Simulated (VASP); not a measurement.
Here is a VASP 6.6.1 calculation.

The input INCAR:

```
ALGO = Normal
EDIFF = 1E-6
ENCUT = 520
GGA = PS
ISIF = 2
ISMEAR = 0
IVDW = 12
LASPH = True
LCHARG = True
LELF = True
LREAL = False
LVHAR = True
LWAVE = False
NBANDS = 28
NELM = 100
PREC = Accurate
SIGMA = 0.01
```

Contents of KPOINTS:

```
k-points
0
Gamma
  6 6 6
```

Contents of POSCAR:

```
BaTiO3
1.0
    2.8273666100      1.6323808700      2.3183934900
   -2.8273666100      1.6323808700      2.3183934900
    0.0000000000     -3.2647617400      2.3183934900
Ba Ti O
1 1 3
Direct
    0.0000000000      0.0000000000      0.0000000000
    0.4845000000      0.4845000000      0.4845000000
    0.5086000000      0.5086000000      0.0175000000
    0.0175000000      0.5086000000      0.5086000000
    0.5086000000      0.0175000000      0.5086000000
```

Potentials or basis: VASP PAW PBE potentials, release 64 (Ba_sv, Ti_sv, O).

Launch:

```sh
$ cat potpaw_PBE.64/Ba_sv/POTCAR potpaw_PBE.64/Ti_sv/POTCAR potpaw_PBE.64/O/POTCAR > POTCAR
$ mpirun -np 1 vasp_std > vasp.out
```

Question: What does it give for the pressure?

Answer: -2.8 GPa.

Question: Predict the dispersion energy per atom.

Answer: -0.264 eV.

Question: Estimate the largest force.

Answer: 0.142 eV/Å.

Forces on the atoms (eV/Å):
```
Ba   0.000  0.000 -0.125
Ti   0.000  0.000  0.142
O    0.000  0.096 -0.006
O   -0.083 -0.048 -0.006
O    0.083 -0.048 -0.006
```

Caveat: the PAW data sets were made with another functional, which shifts forces and pressure a little.
